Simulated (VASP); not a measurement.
Set up this calculation in VASP 6.6.1, as the native input.

| Quantity | Value |
| --- | --- |
| Task | single point |
| Functional | PBE |
| Potentials or basis | VASP PAW PBE potentials, release 64 (C, Ga_d) |
| Cutoff | 520 eV |
| k mesh | 2 × 2 × 1 |
| Occupations | fermi-dirac, width 0.02 eV |
| Spin | collinear spin |
| Starting moments | [0.0, 0.0, 0.0, 0.0, 0.0, 0.0, 0.0, 0.0, 0.0, 0.0, 0.0, 0.0, 0.0, 0.0, 0.0, 0.0, 0.0, 0.0, 1.0] μB |
| Dipole correction | no |
| Further INCAR settings | LREAL = Auto; ALGO = Normal; EDIFF = 1e-06; NBANDS = 62 |

The structure of GaC18 lies in POSCAR:

```
GaC18
1.0
    7.3980000000      0.0000000000      0.0000000000
   -3.6990000000      6.4068560000      0.0000000000
    0.0000000000      0.0000000000     13.0000000000
C Ga
18 1
Direct
   -0.0044319149     -0.0086850980      0.0759985572
    0.2173063628      0.1013899045      0.0762366787
   -0.0054205342      0.3241629492      0.0762055534
    0.2164934674      0.4351425753      0.0765179760
   -0.0043935087      0.6579907909      0.0760132789
    0.2173321070      0.7696043277      0.0761724857
    0.3289693432     -0.0086850138      0.0759984717
    0.5511639246      0.1024292964      0.0760099089
    0.3282826921      0.3233421536      0.0765001219
    0.5518714268      0.4351424869      0.0765182101
    0.3282945339      0.6586735845      0.0764899643
    0.5518273682      0.7704324958      0.0764554076
    0.6627743268     -0.0076734349      0.0761773377
    0.8844874908      0.1024290513      0.0760096620
    0.6628053019      0.3241630815      0.0762050615
    0.8845081889      0.4357947243      0.0759899028
    0.6636011336      0.6586729932      0.0764892847
    0.8854943484      0.7696040319      0.0761723001
    0.4401355414      0.5470463996      0.2432248369
```

One way to write it, as run:

INCAR

```
  PREC = Accurate
  ENCUT = 520
  EDIFF = 1E-6
  ISMEAR = -1
  SIGMA = 0.02
  LREAL = Auto
  LASPH = T
  NELM = 150
  ALGO = Normal
  ISIF = 2
  LWAVE = F
  LCHARG = F
  ISPIN = 2
  MAGMOM = 0 0 0 0 0 0 0 0 0 0 0 0 0 0 0 0 0 0 1
  LORBIT = 11
  GGA = PE
  NBANDS = 62
```

KPOINTS

```
regular mesh
0
Gamma
  2 2 1
```

Potentials or basis: VASP PAW PBE potentials, release 64 (C, Ga_d).

The run is started by

```sh
$ cat potpaw_PBE.64/C/POTCAR potpaw_PBE.64/Ga_d/POTCAR > POTCAR
$ mpirun -np 1 vasp_std > vasp.out
```

Results of the run:

```yaml
Largest_force: 0.018 eV/Å
Net_moment: 0.00 μB per cell
Valence_electrons_inside_the_program's_atomic_spheres: C 2.66, 2.65 (each value once); Ga 11.41
```

Caveat: the k points lie up to 0.49 Å⁻¹ apart; there is no dipole correction, which matters where the two faces differ.

It took 8.8 min on 1 thread of Intel(R) Xeon(R) 6975P-C (Granite Rapids), with other jobs on the host, peak memory 0.9 GiB.
